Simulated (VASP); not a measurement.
Write the native input for VASP 6.6.1 that does the following.

```yaml
Task: relaxation of cell and atoms
Functional: PBE
Potentials_or_basis: VASP PAW PBE potentials, release 64 (K_sv, Nb_sv, I)
Cutoff: 600 eV
k_mesh: 6 × 6 × 4
Occupations: gaussian, width 0.1 eV
Spin: no spin polarisation
Dipole_correction: no
Further_INCAR_settings: ALGO = Normal; EDIFF = 1e-07; IBRION = 2; EDIFFG = -0.04; NSW = 90; ISIF = 3
```

The structure of KNbI2 lies in POSCAR:

```
KNbI2
1.0
    3.4619354100      0.0000000000      0.0000000000
    0.0000000000      3.4619354100      0.0000000000
    0.0000000000      0.0000000000      7.2150502000
K Nb I
1 1 2
Direct
    0.0000000000      0.0000000000      0.5000000000
    0.0000000000      0.0000000000      0.0000000000
    0.5000000000      0.5000000000      0.2332371800
    0.5000000000      0.5000000000      0.7667628200
```

These files were run (other wordings do the same):

INCAR

```
SYSTEM = KNbI2
PREC     = Accurate       ! precision mode
ENCUT    = 600            ! plane-wave cutoff, eV
EDIFF    = 1E-7           ! SCF threshold, eV
ISMEAR   = 0              ! smearing method
SIGMA    = 0.1            ! smearing width, eV
LREAL    = .FALSE.        ! projectors in reciprocal space
LASPH    = .TRUE.         ! aspherical terms in the spheres
NELM     = 100            ! most SCF steps
ALGO     = Normal         ! electronic algorithm
ISIF     = 3              ! what is computed and relaxed
LWAVE    = .FALSE.        ! write WAVECAR
LCHARG   = .FALSE.        ! write CHGCAR
GGA      = PE             ! functional
IBRION   = 2              ! ionic algorithm
NSW      = 90             ! ionic steps
EDIFFG   = -0.04          ! ionic threshold
```

KPOINTS

```
Automatic mesh
0
G
  6 6 4
  0 0 0
```

Potentials or basis: VASP PAW PBE potentials, release 64 (K_sv, Nb_sv, I).

The run is started by

```console
$ cat potpaw_PBE.64/K_sv/POTCAR potpaw_PBE.64/Nb_sv/POTCAR potpaw_PBE.64/I/POTCAR > POTCAR
$ mpirun -np 1 vasp_std > vasp.out
```

It gave:

```yaml
Relaxed_volume: 27.87 Å³/atom
Relaxed_cell: a = 3.628 Å, b = 3.628 Å, c = 8.471 Å, α = 90.00°, β = 90.00°, γ = 90.00°
Space_group_after_relaxing_to_0.1_Å: P4/mmm (No. 123)
Energy_gained_by_relaxing: 322.8 meV/atom
Ionic_steps: 11
Pressure_after_relaxing: 0.1 GPa
Largest_force_after_relaxing: 0.015 eV/Å
Band_gap_on_the_k_mesh: zero (bands 18 and 19 overlap by 0.77 eV)
```

Caveat: the volume moved by over 15 % at a fixed basis, so the end points are rough; spin-orbit coupling is left out, which moves the levels of the heavy elements.

It took 10 min on 1 thread of Intel(R) Xeon(R) Platinum 8488C (Sapphire Rapids) (shared host), peak memory 0.27 GiB.
